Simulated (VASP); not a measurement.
# PbS (Pm-3m) in VASP: a series of runs

PbS is run at these levels: RPBE, revPBE, BLYP, PBE; tasks: single point.

All numbers are computed with VASP 6.6.1; they aren't measurements. Logs are shortened: lines on timing, memory, paths and dates and some standing lists are left out, and cuts for length are marked.

### 1 The cell of the first run

The structure is cubic, space group Pm-3m (No. 221). The conventional cell has a = 3.654 Å, b = 3.654 Å, c = 3.654 Å, α = 90.00°, β = 90.00°, γ = 90.00°. Pb (site symmetry m-3m) has 8 S at 3.16 Å and 6 Pb at 3.65 Å within 4.2 Å. Within 4.2 Å of S (site symmetry m-3m) lie 8 Pb at 3.16 Å and 6 S at 3.65 Å.

### 2 Single point, RPBE

Contents of INCAR:

```
SYSTEM = PbS
ALGO = Normal ; EDIFF = 1E-6
ENCUT = 520 ; GGA = RP
ISIF = 2 ; ISMEAR = -1
LASPH = .TRUE. ; LCHARG = .FALSE.
LREAL = .FALSE. ; LWAVE = .FALSE.
NBANDS = 17 ; NELM = 100
PREC = Accurate ; SIGMA = 0.05
```

Contents of KPOINTS:

```
k-points
0
G
  7 7 7
  0 0 0
```

Contents of POSCAR:

```
PbS
1.0
    3.6536590000      0.0000000000      0.0000000000
    0.0000000000      3.6536590000      0.0000000000
    0.0000000000      0.0000000000      3.6536590000
Pb S
1 1
Direct
    0.0000000000      0.0000000000      0.0000000000
    0.5000000000      0.5000000000      0.5000000000
```

Potentials or basis: VASP PAW PBE potentials, release 64 (Pb_d, S).

On the command line:

```sh
$ cat potpaw_PBE.64/Pb_d/POTCAR potpaw_PBE.64/S/POTCAR > POTCAR
$ mpirun -np 1 vasp_std > vasp.out
```

OUTCAR:

```text
SYSTEM = PbS
   EDIFF = 1E-6
   ENCUT = 520
   GGA = RP
   ISIF = 2
   ISMEAR = -1
   LASPH = .TRUE.
   LREAL = .FALSE.
   NELM = 100
   PREC = Accurate

 ion  position               nearest neighbor table
   1  0.000  0.000  0.000-   2 3.16   2 3.16   2 3.16   2 3.16   2 3.16   2 3.16   2 3.16   2 3.16

   2  0.500  0.500  0.500-   1 3.16   1 3.16   1 3.16   1 3.16   1 3.16   1 3.16   1 3.16   1 3.16

  LATTYP: Found a simple cubic cell.
 ALAT       =     3.6536590000

  Lattice vectors:

 A1 = (   3.6536590000,   0.0000000000,   0.0000000000)
 A2 = (   0.0000000000,   3.6536590000,   0.0000000000)
 A3 = (   0.0000000000,   0.0000000000,   3.6536590000)

Analysis of symmetry for initial positions (statically):
=====================================================================
 Subroutine PRICEL returns:
 Original cell was already a primitive cell.

 Routine SETGRP: Setting up the symmetry group for a
 simple cubic supercell.

 Subroutine GETGRP returns: Found 48 space group operations
 (whereof 48 operations were pure point group operations)
 out of a pool of 48 trial point group operations.

The static configuration has the point symmetry O_h .

Analysis of symmetry for dynamics (positions and initial velocities):
=====================================================================
 Subroutine PRICEL returns:
 Original cell was already a primitive cell.

 Routine SETGRP: Setting up the symmetry group for a
 simple cubic supercell.

 Subroutine GETGRP returns: Found 48 space group operations
 (whereof 48 operations were pure point group operations)
 out of a pool of 48 trial point group operations.

The dynamic configuration has the point symmetry O_h .

 Subroutine INISYM returns: Found 48 space group operations
 (whereof 48 operations are pure point group operations),
 and found     1 'primitive' translations

----------------------------------------------------------------------------------------

                                     Primitive cell

  volume of cell :      48.7735

  direct lattice vectors                    reciprocal lattice vectors
     3.653659000  0.000000000  0.000000000     0.273698230  0.000000000  0.000000000
     0.000000000  3.653659000  0.000000000     0.000000000  0.273698230  0.000000000
     0.000000000  0.000000000  3.653659000     0.000000000  0.000000000  0.273698230

  length of vectors
[... 75 lines left out ...]
   ENCUT  =  520.0 eV  38.22 Ry    6.18 a.u.   6.79  6.79  6.79*2*pi/ulx,y,z
   NELM   =    100;   NELMIN=  2; NELMDL= -5     # of ELM steps
   EDIFF  = 0.1E-05   stopping-criterion for ELM
   LREAL  =      F    real-space projection
   EDIFFG = 0.1E-04   stopping-criterion for IOM
   NSW    =      0    number of steps for IOM
   IBRION =     -1    ionic relax: 0-MD 1-quasi-New 2-CG
   NFREE  =      0    steps in history (QN), initial steepest desc. (CG)
   ISIF   =      2    stress and relaxation
   ISYM   =      2    0-nonsym 1-usesym 2-fastsym
   POTIM  = 0.5000    time-step for ionic-motion
   TEBEG  =    0.0;   TEEND  =   0.0 temperature during run
   PSTRESS=    0.0 pullay stress
   NELECT =      20.0000    total number of electrons
   NUPDOWN=      -1.0000    fix difference up-down
   EMIN   =  10.00;   EMAX   =-10.00  energy-range for DOS
   EFERMI =   0.00;   METHOD = LEGACY
   ISMEAR =    -1;   SIGMA  =   0.05  broadening in eV -4-tet -1-fermi 0-gaus
   EFERMI_NEDOS =   21; number of points for ismear=-14 and -15
   IALGO  =     38    algorithm
   IMIX   =      4    mixing-type and parameters
     AMIX     =   0.40;   BMIX     =  1.00
     AMIX_MAG =   1.60;   BMIX_MAG =  1.00
  volume/ion in A,a.u.               =      24.39       164.57
  Fermi-wavevector in a.u.,A,eV,Ry     =   1.216252  2.298383 20.126668  1.479268
  Thomas-Fermi vector in A             =   2.351612
   LORBIT       =      0    0 simple, 1 ext, 2 COOP (PROOUT), +10 PAW based schemes
   GGA     = RP    functional components
   LHFCALC =     F    Hartree Fock is set to
   AEXX    =    0.0000 exact exchange contribution
   IVDW    =     0    specifies the selected vdW correction
   LEPSILON=     F    determine dielectric tensor
   LRPA    =     F    only Hartree local field effects (RPA)
 non-spin polarized calculation
  energy-cutoff  :      520.00
  volume of cell :       48.77
 maximum number of plane-waves:      1357
 NGX is ok and might be reduce to    28
   NGX = 13   NGY = 13   NGZ = 13

 number of electron      19.9999995 magnetization

 Free energy of the ion-electron system (eV)
  ---------------------------------------------------
  ext. energy  EPLUGINS =         0.00000000
  ---------------------------------------------------
  free energy    TOTEN  =        -7.53884052 eV

  energy without entropy =       -7.53305226  energy(sigma->0) =       -7.53594639

 E-fermi :   6.1927     XC(G=0): -10.0408

 val. band max:        6.0858184774   @ k =   0.1429   0.1429   0.1429
 cond. band min:       6.2596152609   @ k =   0.4286   0.4286   0.4286
 fundamental gap:      0.1737967835
 Fermi energy:         6.1927032069

 k-point     1 :       0.0000    0.0000    0.0000
  band No.  band energies     occupation
      1     -10.7691      2.00000
      2     -10.7691      2.00000
      3     -10.5589      2.00000
      4     -10.5589      2.00000
      5     -10.5589      2.00000
      6      -6.8898      2.00000
[... 377 lines left out ...]
      4     -10.5248      2.00000
      5     -10.5248      2.00000
      6      -4.6663      2.00000
[... 9 lines left out ...]
     16      19.1825      0.00000
     17      22.6723      0.00000

------------------------ aborting loop because EDIFF is reached ----------------------------------------

  FORCE on cell =-STRESS in cart. coord.  units (eV):
  Direction    XX          YY          ZZ          XY          YZ          ZX
  --------------------------------------------------------------------------------------
  -------------------------------------------------------------------------------------
  Total        0.6023580      0.6023580      0.6023580      0.0000000     -0.0000000      0.0000000
  in kB       19.7870571     19.7870571     19.7870571      0.0000000     -0.0000000      0.0000000
  external PRESSURE =      19.7870571 kB  Pullay stress =       0.0000000 kB

 VOLUME and BASIS-vectors are now :
 -----------------------------------------------------------------------------
  energy-cutoff  :      520.00
  volume of cell :       48.77
      direct lattice vectors                 reciprocal lattice vectors
     3.653659000  0.000000000  0.000000000     0.273698230  0.000000000  0.000000000
     0.000000000  3.653659000  0.000000000     0.000000000  0.273698230  0.000000000
     0.000000000  0.000000000  3.653659000     0.000000000  0.000000000  0.273698230

 POSITION                                       TOTAL-FORCE (eV/Angst)
 -----------------------------------------------------------------------------------
      0.00000      0.00000      0.00000         0.000000      0.000000      0.000000
      1.82683      1.82683      1.82683         0.000000      0.000000      0.000000
 -----------------------------------------------------------------------------------
    total drift:                               -0.000000      0.000000      0.000000

  FREE ENERGIE OF THE ION-ELECTRON SYSTEM (eV)
  ---------------------------------------------------
  free  energy   TOTEN  =        -7.5388405216 eV

  energy  without entropy=       -7.5330522630  energy(sigma->0) =       -7.53594639
```

OSZICAR:

```text
N       E                     dE             d eps       ncg     rms          rms(c)
DAV:   1     0.161559408478E+03    0.16156E+03   -0.98783E+03   688   0.127E+03
DAV:   2     0.406036950003E+01   -0.15750E+03   -0.15154E+03   722   0.322E+02
DAV:   3    -0.794318085743E+01   -0.12004E+02   -0.11859E+02   908   0.919E+01
DAV:   4    -0.821769956395E+01   -0.27452E+00   -0.27435E+00   829   0.152E+01
DAV:   5    -0.822760330219E+01   -0.99037E-02   -0.99027E-02   972   0.290E+00    0.481E+00
DAV:   6    -0.754607949323E+01    0.68152E+00   -0.17233E+00  1041   0.895E+00    0.366E+00
DAV:   7    -0.753983446694E+01    0.62450E-02   -0.18600E-01   804   0.217E+00    0.216E+00
DAV:   8    -0.754184936025E+01   -0.20149E-02   -0.38372E-02   871   0.175E+00    0.375E-01
DAV:   9    -0.753898492098E+01    0.28644E-02   -0.20537E-02  1028   0.933E-01    0.155E-01
DAV:  10    -0.753895187324E+01    0.33048E-04   -0.33114E-03   983   0.343E-01    0.142E-01
DAV:  11    -0.753883619508E+01    0.11568E-03   -0.70929E-04   921   0.167E-01    0.122E-02
DAV:  12    -0.753884085354E+01   -0.46585E-05   -0.54114E-05   823   0.597E-02    0.758E-03
DAV:  13    -0.753884052163E+01    0.33191E-06   -0.19734E-06   787   0.112E-02
   1 F= -.75388405E+01 E0= -.75359464E+01  d E =-.578826E-02
```

It took 8.9 s on 1 thread of Intel Xeon Platinum 8488C (Sapphire Rapids), shared host; peak memory 0.16 GiB.

What came out:

| Item | Value |
| --- | --- |
| Free energy | -7.5388 eV |
| Pressure | 2.0 GPa |
| Band gap on the k mesh | 0.17 eV, indirect (least direct gap 1.48 eV) |

Caveat: the PAW data sets were made with another functional, which shifts forces and pressure a little; spin-orbit coupling is left out, which moves the levels of the heavy elements. A k mesh can miss the band edges.

### 3 Single point, revPBE

Contents of INCAR:

```
SYSTEM = PbS
  ALGO = Normal
  EDIFF = 1E-6
  ENCUT = 520
  GGA = RE
  ISIF = 2
  ISMEAR = -1
  LASPH = .TRUE.
  LCHARG = .FALSE.
  LREAL = .FALSE.
  LWAVE = .FALSE.
  NBANDS = 17
  NELM = 100
  PREC = Accurate
  SIGMA = 0.05
```

KPOINTS is that of step 2.

POSCAR is that of step 2.

Potentials or basis: VASP PAW PBE potentials, release 64 (Pb_d, S).

On the command line:

```sh
$ cat potpaw_PBE.64/Pb_d/POTCAR potpaw_PBE.64/S/POTCAR > POTCAR
$ mpirun -np 1 vasp_std > vasp.out
```

Wall time 9 s (1 thread of Intel Xeon Platinum 8488C (Sapphire Rapids), shared host); peak memory 0.16 GiB.

The run converged. Its results:

- Free energy: -7.6322 eV
- Pressure: 1.4 GPa
- Band gap on the k mesh: 0.16 eV, indirect (least direct gap 1.47 eV)

Levels at points of the mesh, in eV from the valence-band top:
| k point | band 8 | band 9 | band 10 | band 11 | band 12 | band 13 |
| --- | --- | --- | --- | --- | --- | --- |
| (0.00, 0.00, 0.00) | -1.44 | -1.44 | -1.44 | 5.65 | 5.65 | 6.70 |

Caveat: the PAW data sets were made with another functional, which shifts forces and pressure a little; spin-orbit coupling is left out, which moves the levels of the heavy elements. A k mesh can miss the band edges.

### 4 Single point, revPBE

This run uses another cell than the first one, of 25.09 Å³/atom, 1.029 times its volume.

Contents of INCAR:

```
  ALGO = Normal
  EDIFF = 1E-6
  ENCUT = 520
  GGA = RE
  ISIF = 2
  ISMEAR = -1
  LASPH = True
  LCHARG = False
  LREAL = False
  LWAVE = False
  NBANDS = 17
  NELM = 60
  PREC = Accurate
  SIGMA = 0.05
```

Contents of KPOINTS:

```
k-points
0
Gamma
  7 7 7
```

Contents of POSCAR:

```
PbS
1.0
    3.6883647816      0.0000000000      0.0000000000
    0.0000000000      3.6883647816      0.0000000000
    0.0000000000      0.0000000000      3.6883647816
Pb S
1 1
Direct
    0.0000000000      0.0000000000      0.0000000000
    0.5000000000      0.5000000000      0.5000000000
```

On the command line:

```sh
$ cat potpaw_PBE.64/Pb_d/POTCAR potpaw_PBE.64/S/POTCAR > POTCAR
$ mpirun -np 1 vasp_std > vasp.out
```

Wall time 8.9 s (1 thread of Intel Xeon Platinum 8488C (Sapphire Rapids), shared host); peak memory 0.16 GiB.

Results (log left out):

* Free energy: -7.6384 eV
* Pressure: -0.1 GPa
* Band gap on the k mesh: 0.22 eV, indirect (least direct gap 1.38 eV)

Levels at points of the mesh, in eV from the valence-band top:
```
           k point  band 8  band 9  band 10  band 11  band 12  band 13
(0.00, 0.00, 0.00)   -1.36   -1.36    -1.36     5.70     5.70     6.50
```

Caveat: the PAW data sets were made with another functional, which shifts forces and pressure a little; spin-orbit coupling is left out, which moves the levels of the heavy elements.

### 5 Single point, BLYP

Contents of INCAR:

```
PREC     = Accurate       # precision mode
ENCUT    = 520            # plane-wave cutoff, eV
EDIFF    = 1E-6           # SCF threshold, eV
ISMEAR   = -1             # smearing method
SIGMA    = 0.05           # smearing width, eV
LREAL    = False          # projectors in reciprocal space
LASPH    = True           # aspherical terms in the spheres
NELM     = 100            # most SCF steps
ALGO     = Normal         # electronic algorithm
ISIF     = 2              # what is computed and relaxed
LWAVE    = False          # write WAVECAR
LCHARG   = True           # write CHGCAR
GGA      = B5             # functional
ALDAX    = 1.0          
AGGAX    = 1.0          
AGGAC    = 1.0          
ALDAC    = 0.0          
LELF     = True           # ELF
LVHAR    = True         
NBANDS   = 17             # bands
```

Contents of KPOINTS:

```
regular mesh
0
Gamma
  7 7 7
```

Contents of POSCAR:

```
PbS
1.0
    3.6536590000      0.0000000000      0.0000000000
    0.0000000000      3.6536590000      0.0000000000
    0.0000000000      0.0000000000      3.6536590000
Pb S
1 1
Direct
    0.0000000000      0.0000000000      0.0000000000
    0.5000000000      0.5000000000      0.5000000000
```

Potentials or basis: VASP PAW PBE potentials, release 64 (Pb_d, S).

On the command line:

```sh
$ cat potpaw_PBE.64/Pb_d/POTCAR potpaw_PBE.64/S/POTCAR > POTCAR
$ mpirun -np 1 vasp_std > vasp.out
```

OUTCAR:

```text
PREC = Accurate
   ENCUT = 520
   EDIFF = 1E-6
   ISMEAR = -1
   LREAL = False
   LASPH = True
   NELM = 100
   ISIF = 2
   GGA = B5

 ion  position               nearest neighbor table
   1  0.000  0.000  0.000-   2 3.16   2 3.16   2 3.16   2 3.16   2 3.16   2 3.16   2 3.16   2 3.16

   2  0.500  0.500  0.500-   1 3.16   1 3.16   1 3.16   1 3.16   1 3.16   1 3.16   1 3.16   1 3.16

  LATTYP: Found a simple cubic cell.
 ALAT       =     3.6536590000

[... 581 lines left out ...]

------------------------ aborting loop because EDIFF is reached ----------------------------------------

  FORCE on cell =-STRESS in cart. coord.  units (eV):
  Direction    XX          YY          ZZ          XY          YZ          ZX
  --------------------------------------------------------------------------------------
  -------------------------------------------------------------------------------------
  Total        1.3498773      1.3498773      1.3498773     -0.0000000     -0.0000000      0.0000000
  in kB       44.3425677     44.3425677     44.3425677     -0.0000000     -0.0000000      0.0000000
  external PRESSURE =      44.3425677 kB  Pullay stress =       0.0000000 kB

 VOLUME and BASIS-vectors are now :
 -----------------------------------------------------------------------------
  energy-cutoff  :      520.00
  volume of cell :       48.77
      direct lattice vectors                 reciprocal lattice vectors
     3.653659000  0.000000000  0.000000000     0.273698230  0.000000000  0.000000000
     0.000000000  3.653659000  0.000000000     0.000000000  0.273698230  0.000000000
     0.000000000  0.000000000  3.653659000     0.000000000  0.000000000  0.273698230

 POSITION                                       TOTAL-FORCE (eV/Angst)
 -----------------------------------------------------------------------------------
      0.00000      0.00000      0.00000         0.000000      0.000000      0.000000
      1.82683      1.82683      1.82683         0.000000      0.000000      0.000000
 -----------------------------------------------------------------------------------
    total drift:                               -0.000000      0.000000      0.000000

  FREE ENERGIE OF THE ION-ELECTRON SYSTEM (eV)
  ---------------------------------------------------
  free  energy   TOTEN  =        -7.0528794653 eV

  energy  without entropy=       -7.0476684236  energy(sigma->0) =       -7.05027394
```

Run time: 14 s. Hardware: 1 thread of Intel Xeon Platinum 8488C (Sapphire Rapids), shared host; peak memory 0.15 GiB.

What came out:

| Property | Result |
| --- | --- |
| Free energy | -7.0529 eV |
| Pressure | 4.4 GPa |
| Band gap on the k mesh | 0.19 eV, indirect (least direct gap 1.46 eV) |

Caveat: the PAW data sets were made with another functional, which shifts forces and pressure a little; spin-orbit coupling is left out, which moves the levels of the heavy elements.

### 6 Single point, PBE

Contents of INCAR:

```
SYSTEM = PbS
  PREC = Accurate
  ENCUT = 520
  EDIFF = 1E-6
  ISMEAR = 0
  SIGMA = 0.016
  LREAL = .FALSE.
  LASPH = .TRUE.
  NELM = 100
  ALGO = Normal
  ISIF = 2
  LWAVE = .FALSE.
  LCHARG = .FALSE.
  GGA = PE
  NBANDS = 17
```

Contents of KPOINTS:

```
Automatic mesh
0
G
  7 7 7
  0 0 0
```

POSCAR is that of step 5.

Potentials or basis: VASP PAW PBE potentials, release 64 (Pb_d, S).

On the command line:

```sh
$ cat potpaw_PBE.64/Pb_d/POTCAR potpaw_PBE.64/S/POTCAR > POTCAR
$ mpirun -np 1 vasp_std > vasp.out
```

Wall time 8 s (1 thread of Intel Xeon Platinum 8488C (Sapphire Rapids), shared host); peak memory 0.15 GiB.

Results (log left out):

* Free energy: -8.2523 eV
* Pressure: 0.2 GPa
* Band gap on the k mesh: 0.10 eV, indirect (least direct gap 1.42 eV)

Levels at points of the mesh, in eV from the valence-band top:
```csv
k point,band 7,band 8,band 9,band 10,band 11,band 12,band 13,band 14
"(0.00, 0.00, 0.00)",-6.61,-1.45,-1.45,-1.45,5.61,5.61,6.64,6.64
```

Caveat: spin-orbit coupling is left out, which moves the levels of the heavy elements. A k mesh can miss the band edges.

### 7 The runs side by side

```tsv
level	cell	smearing	gap on the mesh (eV)	pressure (GPa)
RPBE	a = 3.654 Å, 2 atoms	fermi-dirac 0.05 eV	0.17	2.0
revPBE	a = 3.654 Å, 2 atoms	fermi-dirac 0.05 eV	0.16	1.4
revPBE	a = 3.688 Å, 2 atoms	fermi-dirac 0.05 eV	0.22	-0.1
BLYP	a = 3.654 Å, 2 atoms	fermi-dirac 0.05 eV	0.19	4.4
PBE	a = 3.654 Å, 2 atoms	gaussian 0.016 eV	0.10	0.2
```

Alike in all rows: task single point; potentials or basis VASP PAW PBE potentials, release 64 (Pb_d, S); no spin polarisation; k mesh 7 × 7 × 7; cutoff (eV) 520.

On the cell as given the gap runs from 0.10 eV (PBE) to 0.19 eV (BLYP). The pressure there spans 0.2 GPa (PBE) to 4.4 GPa (BLYP); a positive pressure means that this level wants a larger cell, a negative one a smaller.

Caveats: spin-orbit coupling is left out, which moves the levels of the heavy elements; the PAW data sets were made with another functional, which shifts forces and pressure a little (some runs).

Absolute energies hang on the potentials; compare differences alone.
